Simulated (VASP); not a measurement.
Write the native input for VASP 6.6.1 that does the following.

| Property | Result |
| --- | --- |
| Task | relaxation of cell and atoms |
| Functional | PBE |
| Potentials or basis | VASP PAW PBE potentials, release 64 (Mg, Be) |
| Cutoff | 600 eV |
| k mesh | 6 × 6 × 6 |
| Occupations | gaussian, width 0.1 eV |
| Spin | no spin polarisation |
| Dipole correction | no |
| Further INCAR settings | ALGO = Normal; EDIFF = 1e-06; IBRION = 2; EDIFFG = -0.04; NSW = 90; ISIF = 3 |

The structure of MgBe3 lies in POSCAR:

```
MgBe3
1.0
    2.1038443043      1.2146550754      3.6637633700
   -2.1038443043      1.2146550754      3.6637633700
    0.0000000000     -2.4293101509      3.6637633700
Mg Be
1 3
Direct
    0.4522817341      0.4522817341      0.4522817341
    0.5000000000      0.1250000000      0.1250000000
    0.1250000000      0.5000000000      0.1250000000
    0.1250000000      0.1250000000      0.5000000000
```

One way to write it, as run:

INCAR

```
SYSTEM = MgBe3
PREC = Accurate ; ENCUT = 600
EDIFF = 1E-6 ; ISMEAR = 0
SIGMA = 0.1 ; LREAL = .False.
LASPH = .True. ; NELM = 100
ALGO = Normal ; ISIF = 3
LWAVE = .False. ; LCHARG = .False.
GGA = PE ; IBRION = 2
NSW = 90 ; EDIFFG = -0.04
```

KPOINTS

```
Automatic mesh
0
Gamma
  6 6 6
  0 0 0
```

Potentials or basis: VASP PAW PBE potentials, release 64 (Mg, Be).

The run is started by

```sh
$ cat potpaw_PBE.64/Mg/POTCAR potpaw_PBE.64/Be/POTCAR > POTCAR
$ mpirun -np 1 vasp_std > vasp.out
```

It gave:

The relaxed volume is 15.45 Å³/atom. The relaxed cell is a = 4.887 Å, b = 4.887 Å, c = 4.887 Å, α = 49.38°, β = 49.38°, γ = 49.38°. The space group after relaxing (to 0.05 Å) is R3m (No. 160). The energy gained by relaxing is 1037.3 meV/atom. The ionic steps are 19. The pressure after relaxing is 0.0 GPa, the largest force after relaxing is 0.018 eV/Å and the band gap on the k mesh is zero (band 4 reaches 3.48 eV, above the bottom of band 5 at 1.96 eV).

It took 7.1 min on 1 thread of Intel Xeon 8259CL (shared host), peak memory 0.22 GiB.
